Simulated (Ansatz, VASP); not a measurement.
**One calculation of Ni2N, two programs**

```xyz
3
Lattice="1.7249 0.0000 0.0000 0.0000 5.0697 0.0000 0.0000 0.0000 5.4451" Properties=species:S:1:pos:R:3 pbc="T T T"
Ni    0.0000    2.5349    2.7226
Ni    0.0000    0.0000    0.0000
N     0.0000    0.0000    2.7226
```

Alike in both runs: task single point; functional PBE; k mesh 10 × 4 × 4; occupations gaussian, width 0.1 eV; collinear spin.

```csv
,VASP,Ansatz
version,VASP 6.6.1,Ansatz 0.2.0
potentials or method,"VASP PAW PBE potentials, release 64 (Ni, N), cutoff 520 eV","scalar-relativistic, plane waves, PAW"
valence electrons in the cell,25,41
```

|  | VASP | Ansatz | Ansatz less VASP |
| --- | --- | --- | --- |
| gap on the k mesh at the Fermi level (eV) | none | none | - |
| net moment per atom (μB) | 0.16 | 0.13 | -0.030 |
| size of the moment on the site where the two differ most (μB) | 0.20 | 0.22 | +0.015 |

Site moments also hang on the region over which each program counts them. A gap of «none» marks a metal or a gap that the smearing closes. VASP's potentials hold 25 valence electrons a cell and Ansatz's 41, so a difference there can come from the potentials and not from the codes. Ansatz's warnings: seeded moment not kept.

The k mesh is coarse, so the values compare programs but aren't converged.
